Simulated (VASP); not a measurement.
# CO2 in VASP: single point with r2SCAN+D3(BJ)

Aim: the single point of CO2 with r2SCAN+D3(BJ).

Program: VASP 6.6.1. These are calculated values, not measurements. Logs are shortened: lines on timing, memory, paths and dates and some standing lists are left out, and cuts for length are marked.

## (1) The cell of the first run

The cell holds a disordered packing, 36 atoms: a = 8.589 Å, b = 8.589 Å, c = 8.589 Å, α = 90.00°, β = 90.00°, γ = 90.00°.

## (2) Single point, r2SCAN+D3(BJ)

POSCAR reads:

```
CO2
1.0
    8.5889170000      0.0000000000      0.0000000000
    0.0000000000      8.5889170000      0.0000000000
    0.0000000000      0.0000000000      8.5889170000
C O
12 24
Direct
    0.6535282621      0.8255289928      0.2699409017
    0.3053586383      0.2890236336      0.5982942902
    0.0181163702      0.8070633352      0.8939543833
    0.3661695648      0.0420076245      0.9532168025
    0.8923593044      0.1606488921      0.3182706271
    0.3494503440      0.5847302984      0.1725712334
    0.6831361859      0.4264216315      0.5491961326
   -0.0169520791      0.4490903801      0.0339740156
    0.0957862324      0.6223718310      0.4437812125
    1.0173110300      0.1749580302      0.7536107288
    0.6938360215      0.9357990070      0.6097392721
    0.4206933191      0.7014621285      0.7096238094
    0.5298688997      0.8734395733      0.2360949582
    0.7842315859      0.8050141828      0.2966497406
    0.2695450428      0.3299717531      0.7182046351
    0.3381450770      0.2550612609      0.4755896465
   -0.0298291391      0.8666284702      1.0037819669
    0.0604849249      0.7175992037      0.7979935072
    0.2680663930      0.0063919584      1.0390250599
    0.4435483542      0.0862623309      0.8459972311
    1.0073912695      0.1509503468      0.3870103763
    0.7956067104      0.1572142332      0.2160575076
    0.4688949724      0.5171664833      0.2055439586
    0.2298660006      0.6306499411      0.1436269555
    0.5980963607      0.4105756290      0.6501052461
    0.7598513293      0.4532585424      0.4413245581
    0.0986154599      0.3780569774      0.0518342417
   -0.1366412087      0.5135688236      0.0194902338
    0.0435212030      0.7491864225      0.4415923451
    0.1215752813      0.4886180644      0.4686504713
    1.0817429019      0.0536854647      0.7693053734
    0.9437278297      0.2821193871      0.7636702043
    0.7074582279      0.8147243710      0.6717494185
    0.7078075152      1.0452074458      0.5331172719
    0.4859867664      0.6615851568      0.8138395097
    0.3403688730      0.7147466904      0.5911571855
```

INCAR.step1 reads:

```
PREC = Accurate
ENCUT = 1100
ISMEAR = -1
SIGMA = 0.02
LREAL = Auto
LASPH = T
NELM = 120
NBANDS = 120
GGA = PE
ALGO = Normal
EDIFF = 1E-5
LWAVE = T
LCHARG = F
GGA_COMPAT = F
```

INCAR.step2 reads:

```
PREC = Accurate
ENCUT = 1100
EDIFF = 1E-6
ISMEAR = -1
SIGMA = 0.02
LREAL = Auto
LASPH = T
NELM = 120
ALGO = Normal
ISIF = 2
LWAVE = F
LCHARG = F
METAGGA = R2SCAN
LMIXTAU = T
IVDW = 12
VDW_S6 = 1.0
VDW_S8 = 0.78981345
VDW_A1 = 0.49484001
VDW_A2 = 5.73083694
NBANDS = 120
ISTART = 1
GGA_COMPAT = F
```

KPOINTS reads:

```
Automatic mesh
0
Gamma
  1 1 1
```

Potentials or basis: VASP PAW PBE potentials, release 64 (C_h, O_h).

Launch:

```bash
$ cat potpaw_PBE.64/C_h/POTCAR potpaw_PBE.64/O_h/POTCAR > POTCAR
$ cp INCAR.step1 INCAR
$ mpirun -np 1 vasp_gam > vasp.out
$ cp INCAR.step2 INCAR
$ mpirun -np 1 vasp_gam > vasp.out
```

OUTCAR:

```text
PREC = Accurate
   ENCUT = 1100
   EDIFF = 1E-6
   ISMEAR = -1
   LREAL = Auto
   LASPH = T
   NELM = 120
   ISIF = 2
   METAGGA = R2SCAN
   IVDW = 12
   ISTART = 1
 IVDW          = 12

 ion  position               nearest neighbor table
   1  0.654  0.826  0.270-  14 1.16  13 1.18
   2  0.305  0.289  0.598-  16 1.13  15 1.13
   3  0.018  0.807  0.894-  17 1.15  18 1.18
   4  0.366  0.042  0.953-  19 1.16  20 1.20
   5  0.892  0.161  0.318-  21 1.15  22 1.21
   6  0.349  0.585  0.173-  24 1.13  23 1.21
   7  0.683  0.426  0.549-  25 1.14  26 1.16
   8  0.983  0.449  0.034-  28 1.17  27 1.18
   9  0.096  0.622  0.444-  29 1.18  30 1.19
  10  0.017  0.175  0.754-  32 1.12  31 1.19
  11  0.694  0.936  0.610-  34 1.15  33 1.17
  12  0.421  0.701  0.710-  35 1.11  36 1.23
  13  0.530  0.873  0.236-   1 1.18
  14  0.784  0.805  0.297-   1 1.16
  15  0.270  0.330  0.718-   2 1.13
  16  0.338  0.255  0.476-   2 1.13
  17  0.970  0.867  0.004-   3 1.15
[... 17 lines left out ...]
  35  0.486  0.662  0.814-  12 1.11
  36  0.340  0.715  0.591-  12 1.23

  LATTYP: Found a simple cubic cell.
 ALAT       =     8.5889170000

  Lattice vectors:

 A1 = (   8.5889170000,   0.0000000000,   0.0000000000)
 A2 = (   0.0000000000,   8.5889170000,   0.0000000000)
 A3 = (   0.0000000000,   0.0000000000,   8.5889170000)

Analysis of symmetry for initial positions (statically):
=====================================================================
 Subroutine PRICEL returns:
 Original cell was already a primitive cell.

 Routine SETGRP: Setting up the symmetry group for a
 simple cubic supercell.

 Subroutine GETGRP returns: Found  1 space group operations
 (whereof  1 operations were pure point group operations)
 out of a pool of 48 trial point group operations.

The static configuration has the point symmetry C_1 .

Analysis of symmetry for dynamics (positions and initial velocities):
=====================================================================
 Subroutine PRICEL returns:
 Original cell was already a primitive cell.

 Routine SETGRP: Setting up the symmetry group for a
 simple cubic supercell.

 Subroutine GETGRP returns: Found  1 space group operations
[... 145 lines left out ...]
   ENCUT  = 1100.0 eV  80.85 Ry    8.99 a.u.  23.23 23.23 23.23*2*pi/ulx,y,z
   NELM   =    120;   NELMIN=  2; NELMDL=  0     # of ELM steps
   EDIFF  = 0.1E-05   stopping-criterion for ELM
   LREAL  =      T    real-space projection
   EDIFFG = 0.1E-04   stopping-criterion for IOM
   NSW    =      0    number of steps for IOM
   IBRION =     -1    ionic relax: 0-MD 1-quasi-New 2-CG
   NFREE  =      0    steps in history (QN), initial steepest desc. (CG)
   ISIF   =      2    stress and relaxation
   ISYM   =      2    0-nonsym 1-usesym 2-fastsym
   POTIM  = 0.5000    time-step for ionic-motion
   TEBEG  =    0.0;   TEEND  =   0.0 temperature during run
   PSTRESS=    0.0 pullay stress
   NELECT =     192.0000    total number of electrons
   NUPDOWN=      -1.0000    fix difference up-down
   EMIN   =  10.00;   EMAX   =-10.00  energy-range for DOS
   EFERMI =   0.00;   METHOD = LEGACY
   ISMEAR =    -1;   SIGMA  =   0.02  broadening in eV -4-tet -1-fermi 0-gaus
   EFERMI_NEDOS =   21; number of points for ismear=-14 and -15
   IALGO  =     38    algorithm
   IMIX   =      4    mixing-type and parameters
     AMIX     =   0.40;   BMIX     =  1.00
     AMIX_MAG =   1.60;   BMIX_MAG =  1.00
  volume/ion in A,a.u.               =      17.60       118.77
  Fermi-wavevector in a.u.,A,eV,Ry     =   1.099605  2.077953 16.451238  1.209132
  Thomas-Fermi vector in A             =   2.236003
   LORBIT       =      0    0 simple, 1 ext, 2 COOP (PROOUT), +10 PAW based schemes
   METAGGA = R2SCAN    functional components
   LHFCALC =     F    Hartree Fock is set to
   AEXX    =    0.0000 exact exchange contribution
   IVDW    =    12    specifies the selected vdW correction
   LEPSILON=     F    determine dielectric tensor
   LRPA    =     F    only Hartree local field effects (RPA)
 non-spin polarized calculation
  energy-cutoff  :     1100.00
  volume of cell :      633.60
 maximum number of plane-waves:     26258
 NGX is ok and might be reduce to    96
   NGX = 47   NGY = 47   NGZ = 47

 number of electron     192.0000001 magnetization

 Free energy of the ion-electron system (eV)
  ---------------------------------------------------
  ext. energy  EPLUGINS =         0.00000000
  ---------------------------------------------------
  free energy    TOTEN  =      -309.55367708 eV

  energy without entropy =     -309.55367708  energy(sigma->0) =     -309.55367708

 E-fermi :  -3.6669     XC(G=0):  -7.2140

 val. band max:       -4.2285634045   @ k =   0.0000   0.0000   0.0000
 cond. band min:       2.0184533098   @ k =   0.0000   0.0000   0.0000
 fundamental gap:      6.2470167142
 Fermi energy:        -3.6668839777

 k-point     1 :       0.0000    0.0000    0.0000
  band No.  band energies     occupation
      1     -26.9422      2.00000
      2     -26.9134      2.00000
      3     -26.8237      2.00000
      4     -26.5612      2.00000
      5     -26.4600      2.00000
      6     -26.3025      2.00000
[... 100 lines left out ...]
    107       4.1307      0.00000
    108       4.1932      0.00000
 [bands above 108 left out]

------------------------ aborting loop because EDIFF is reached ----------------------------------------

 Edisp (eV)   -1.04184

 E8    (eV) :    -0.1935

  FORCE on cell =-STRESS in cart. coord.  units (eV):
  Direction    XX          YY          ZZ          XY          YZ          ZX
  --------------------------------------------------------------------------------------
  -------------------------------------------------------------------------------------
  Total      -2.54547    -3.25096     3.51970     2.18134     2.16777    -5.01560
  in kB      -6.43671    -8.22067     8.90023     5.51594     5.48160   -12.68289
  external pressure =       -1.92 kB  Pullay stress =        0.00 kB

 VOLUME and BASIS-vectors are now :
 -----------------------------------------------------------------------------
  energy-cutoff  :     1100.00
  volume of cell :      633.60
      direct lattice vectors                 reciprocal lattice vectors
     8.588917000  0.000000000  0.000000000     0.116429114  0.000000000  0.000000000
     0.000000000  8.588917000  0.000000000     0.000000000  0.116429114  0.000000000
     0.000000000  0.000000000  8.588917000     0.000000000  0.000000000  0.116429114

 POSITION                                       TOTAL-FORCE (eV/Angst)
 -----------------------------------------------------------------------------------
      5.61310      7.09040      2.31850        -0.452223      1.892365     -0.963782
      2.62270      2.48240      5.13870         0.157608      0.208912     -0.580618
      0.15560      6.93180      7.67810         0.367154     -3.218189     -0.886322
      3.14500      0.36080      8.18710         0.063587      1.294443     -2.856701
      7.66440      1.37980      2.73360        -1.681003     -0.799888     -4.797690
      3.00140      5.02220      1.48220         6.162390     -4.152937      1.790378
[... 28 lines left out ...]
      4.17410      5.68230      6.99000         2.492520     -0.737279      4.695965
      2.92340      6.13890      5.07740         3.424800      0.447694      4.155619
 -----------------------------------------------------------------------------------
    total drift:                               -0.009401      0.006562      0.001225

  FREE ENERGIE OF THE ION-ELECTRON SYSTEM (eV)
  ---------------------------------------------------
  free  energy   TOTEN  =      -310.5955165232 eV

  energy  without entropy=     -310.5955165232  energy(sigma->0) =     -310.59551652
```

OUTCAR.step1:

```text
PREC = Accurate
   ENCUT = 1100
   ISMEAR = -1
   LREAL = Auto
   LASPH = T
   NELM = 120
[... 412 lines left out ...]
      7.66440      1.37980      2.73360        -1.980842     -0.676156     -4.602972
      3.00140      5.02220      1.48220         6.395260     -4.046522      1.790327
[... 28 lines left out ...]
      4.17410      5.68230      6.99000         3.087403     -1.142884      5.636249
      2.92340      6.13890      5.07740         2.953019      0.520873      3.477670
 -----------------------------------------------------------------------------------
    total drift:                               -0.010616      0.006394      0.004904

  FREE ENERGIE OF THE ION-ELECTRON SYSTEM (eV)
  ---------------------------------------------------
  free  energy   TOTEN  =      -275.9247266925 eV

  energy  without entropy=     -275.9247266925  energy(sigma->0) =     -275.92472669
```

OSZICAR.step1:

```text
N       E                     dE             d eps       ncg     rms          rms(c)
DAV:   1     0.299277230023E+04    0.29928E+04   -0.15856E+05   240   0.273E+03
DAV:   2     0.252136841122E+03   -0.27406E+04   -0.26418E+04   328   0.463E+02
DAV:   3    -0.271495101382E+03   -0.52363E+03   -0.51925E+03   280   0.214E+02
DAV:   4    -0.295659626865E+03   -0.24165E+02   -0.23959E+02   328   0.472E+01
DAV:   5    -0.296326136811E+03   -0.66651E+00   -0.66201E+00   336   0.730E+00    0.299E+01
DAV:   6    -0.277756237747E+03    0.18570E+02   -0.65605E+01   296   0.244E+01    0.121E+01
DAV:   7    -0.276436373755E+03    0.13199E+01   -0.36760E+00   304   0.701E+00    0.688E+00
DAV:   8    -0.275966166637E+03    0.47021E+00   -0.26677E+00   296   0.528E+00    0.138E+00
DAV:   9    -0.275926196169E+03    0.39970E-01   -0.33274E-01   288   0.212E+00    0.758E-01
DAV:  10    -0.275925976321E+03    0.21985E-03   -0.29372E-02   296   0.722E-01    0.228E-01
DAV:  11    -0.275925592348E+03    0.38397E-03   -0.44214E-03   312   0.268E-01    0.108E-01
DAV:  12    -0.275925075067E+03    0.51728E-03   -0.97361E-04   328   0.170E-01    0.474E-02
DAV:  13    -0.275924844984E+03    0.23008E-03   -0.41182E-04   352   0.109E-01    0.260E-02
DAV:  14    -0.275924755202E+03    0.89783E-04   -0.13863E-04   304   0.631E-02    0.194E-02
DAV:  15    -0.275924730487E+03    0.24714E-04   -0.52263E-05   272   0.395E-02    0.977E-03
DAV:  16    -0.275924726693E+03    0.37947E-05   -0.13752E-05   192   0.209E-02
   1 F= -.27592473E+03 E0= -.27592473E+03  d E =-.141754E-10
```

Wall time 14 min (1 thread of Intel Xeon Platinum 8488C (Sapphire Rapids), shared host); peak memory 1.8 GiB.

What came out:

* Free energy: -310.5955 eV
* Pressure: -0.2 GPa
* Largest force: 10.379 eV/Å
* Band gap on the k mesh: 6.25 eV
* Dispersion energy per atom: -0.029 eV

Forces in eV/Å, atoms in the order of the input:
```
C   -0.452  1.892 -0.964
C    0.158  0.209 -0.581
C    0.367 -3.218 -0.886
C    0.064  1.294 -2.857
C   -1.681 -0.800 -4.798
C    6.162 -4.153  1.790
C    0.648  0.831 -1.774
C   -0.502 -0.434  0.187
C   -1.990 -0.464  1.790
C    2.569 -5.643  1.468
C    1.786 -2.088  0.086
C   -6.072  0.206 -8.415
O    0.660 -1.144  0.472
O   -0.469 -0.816  0.194
O   -0.910  1.072  3.485
O    1.128 -1.296 -2.983
O   -0.375  1.104  0.396
O   -0.246  1.742  0.792
O    1.017 -0.096  0.328
O   -0.774 -1.333  2.639
O   -0.131  0.342  1.259
O    1.940  0.497  3.376
O   -3.258  2.450 -0.984
O   -2.589  2.073 -0.705
O   -0.921 -0.615  1.670
O    0.459 -0.298  0.035
O   -1.311  0.581 -0.323
O    1.535 -0.526  0.152
O    1.621 -1.752 -0.557
O    0.083  2.441 -1.225
O   -0.496  2.025 -1.310
O   -2.380  3.793 -0.592
O   -0.710  1.353 -0.178
O   -0.849  1.059  0.162
O    2.493 -0.737  4.696
O    3.425  0.448  4.156
```

Levels at points of the mesh, in eV from the valence-band top:
| k point | band 92 | band 93 | band 94 | band 95 | band 96 | band 97 | band 98 | band 99 | band 100 | band 101 |
| --- | --- | --- | --- | --- | --- | --- | --- | --- | --- | --- |
| (0.00, 0.00, 0.00) | -0.21 | -0.19 | -0.14 | -0.05 | 0.00 | 6.25 | 7.11 | 7.35 | 7.50 | 7.56 |

Caveat: the k points lie up to 0.73 Å⁻¹ apart; the PAW data sets were made with another functional, which shifts forces and pressure a little.
